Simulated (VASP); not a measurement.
CoSi2: single point with LDA

The system is CoSi2.

```
CELL_PARAMETERS angstrom
0.00000 2.73052 2.73052
2.73052 0.00000 2.73052
2.73052 2.73052 0.00000
ATOMIC_POSITIONS crystal
Co 0.00000 0.00000 0.00000
Si 0.75000 0.75000 0.75000
Si 0.25000 0.25000 0.25000
```

```yaml
Program: VASP 6.6.1
Task: single point
Functional: LDA
Potentials_or_basis: VASP PAW LDA potentials, release 64 (Co, Si)
Cutoff: 520 eV
k_mesh: 9 × 9 × 9
Occupations: fermi-dirac, width 0.05 eV
Spin: collinear spin, ferromagnetic start
Starting_moments: "[2.0, 0.0, 0.0] μB"
Dipole_correction: no
Further_INCAR_settings: ALGO = Normal; EDIFF = 1e-06; NBANDS = 20
```

The pressure is -16.5 GPa, the net moment is 0.00 μB per cell and the valence electrons inside the program's atomic spheres are Co 8.73; Si 1.57.

Levels at points of the mesh, in eV from the Fermi level:
Spin up:
```tsv
k point	band 7	band 8	band 9	band 10	band 11	band 12
(0.00, 0.00, 0.00)	0.15	3.22	3.22	3.22	3.47	3.47
```
Spin down:
| k point | band 6 | band 7 | band 8 | band 9 | band 10 | band 11 | band 12 | band 13 |
| --- | --- | --- | --- | --- | --- | --- | --- | --- |
| (0.00, 0.00, 0.00) | -1.69 | 0.15 | 3.22 | 3.22 | 3.22 | 3.47 | 3.47 | 3.47 |

Wall time 120 s on 1 thread of Intel Xeon 8259CL (shared host), peak memory 0.19 GiB.

Caveat: the cell stands under tension; the moments typed at the start vanished in this run.
